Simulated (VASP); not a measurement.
Wanted: the native input for a VASP 6.6.1 run.

```yaml
Task: relaxation of cell and atoms
Functional: LDA
Potentials_or_basis: VASP PAW LDA potentials, release 64 (Cs_sv, Cd, Cl)
Cutoff: 500 eV
k_mesh: 6 × 6 × 6
Occupations: gaussian, width 0.02 eV
Spin: no spin polarisation
Target_pressure: -2 GPa
Dipole_correction: no
Further_INCAR_settings: ALGO = Normal; EDIFF = 1e-07; IBRION = 2; EDIFFG = -0.008; NSW = 70; ISIF = 3
```

The structure of CsCdCl3 lies in POSCAR:

```
CsCdCl3
1.0
    5.1454644286      0.0000000000      0.0000000000
    0.0000000000      5.1454644286      0.0000000000
    0.0000000000      0.0000000000      5.1454644286
Cs Cd Cl
1 1 3
Direct
    0.0000000000      0.0000000000      0.0000000000
    0.5000000000      0.5000000000      0.5000000000
    0.0000000000      0.5000000000      0.5000000000
    0.5000000000      0.0000000000      0.5000000000
    0.5000000000      0.5000000000      0.0000000000
```

The input as run:

INCAR

```
SYSTEM = CsCdCl3
ALGO     = Normal         ! electronic algorithm
EDIFF    = 1E-7           ! SCF threshold, eV
EDIFFG   = -0.008         ! ionic threshold
ENCUT    = 500            ! plane-wave cutoff, eV
GGA_COMPAT= .False.      
IBRION   = 2              ! ionic algorithm
ISIF     = 3              ! what is computed and relaxed
ISMEAR   = 0              ! smearing method
LASPH    = .True.         ! aspherical terms in the spheres
LCHARG   = .False.        ! write CHGCAR
LREAL    = .False.        ! projectors in reciprocal space
LWAVE    = .False.        ! write WAVECAR
NELM     = 120            ! most SCF steps
NELMIN   = 4            
NSW      = 70             ! ionic steps
PREC     = Accurate       ! precision mode
PSTRESS  = -20.0        
SIGMA    = 0.02           ! smearing width, eV
```

KPOINTS

```
k-points
0
Gamma
  6 6 6
  0 0 0
```

Potentials or basis: VASP PAW LDA potentials, release 64 (Cs_sv, Cd, Cl).

Command:

```sh
$ cat potpaw_LDA.64/Cs_sv/POTCAR potpaw_LDA.64/Cd/POTCAR potpaw_LDA.64/Cl/POTCAR > POTCAR
$ mpirun -np 1 vasp_std > vasp.out
```

Results of the run:

The relaxed volume is 28.36 Å³/atom and the relaxed cell is a = 5.215 Å, b = 5.215 Å, c = 5.215 Å, α = 90.00°, β = 90.00°, γ = 90.00°. The space group after relaxing (to 0.1 Å) is Pm-3m (No. 221) and the energy change on relaxing (the run minimises the enthalpy) is +9.0 meV/atom. The ionic steps are 3. The pressure after relaxing is -2.0 GPa and the band gap on the k mesh is 1.52 eV (least direct gap 2.08 eV).

Caveat: the cell is relaxed towards a set pressure, so the run minimises the enthalpy, not the energy; spin-orbit coupling is left out, which moves the levels of the heavy elements.

Wall time 62 s on 1 thread of AMD EPYC 9R45 96-Core Processor (Zen 5), with other jobs on the host, peak memory 0.21 GiB.
